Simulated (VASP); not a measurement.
Input of a VASP 6.6.1 run:

Contents of INCAR:

```
SYSTEM = Tl2Zn
PREC = Accurate
ENCUT = 520
EDIFF = 1E-7
ISMEAR = 0
SIGMA = 0.1
LREAL = .FALSE.
LASPH = .TRUE.
NELM = 80
ALGO = Fast
ISIF = 2
LWAVE = .FALSE.
LCHARG = .TRUE.
GGA = PE
LELF = .TRUE.
LVHAR = .TRUE.
NBANDS = 47
```

The input KPOINTS:

```
regular mesh
0
G
  6 6 10
  0 0 0
```

File POSCAR:

```
Tl2Zn
1.0
    7.0755454263      0.0000000000      0.0000000000
    0.0000000000      7.0755454263      0.0000000000
    0.0000000000      0.0000000000      3.6188631394
Zn Tl
2 4
Direct
    0.0000000000      0.0000000000      0.0000000000
    0.5000000000      0.5000000000      0.5000000000
    0.2767338437      0.2767338437      0.0000000000
    0.2232661563      0.7767338437      0.5000000000
    0.7232661563      0.7232661563      0.0000000000
    0.7767338437      0.2232661563      0.5000000000
```

Potentials or basis: VASP PAW PBE potentials, release 64 (Zn, Tl_d).

Launch:

```console
$ cat potpaw_PBE.64/Zn/POTCAR potpaw_PBE.64/Tl_d/POTCAR > POTCAR
$ mpirun -np 1 vasp_std > vasp.out
```

**Question.** What does it give for the band gap on the k mesh?

**Answer.** Zero (bands 38 and 39 overlap by 1.21 eV).

**Question.** Estimate the pressure.

**Answer.** 0.0 GPa.

Caveat: spin-orbit coupling is left out, which moves the levels of the heavy elements.
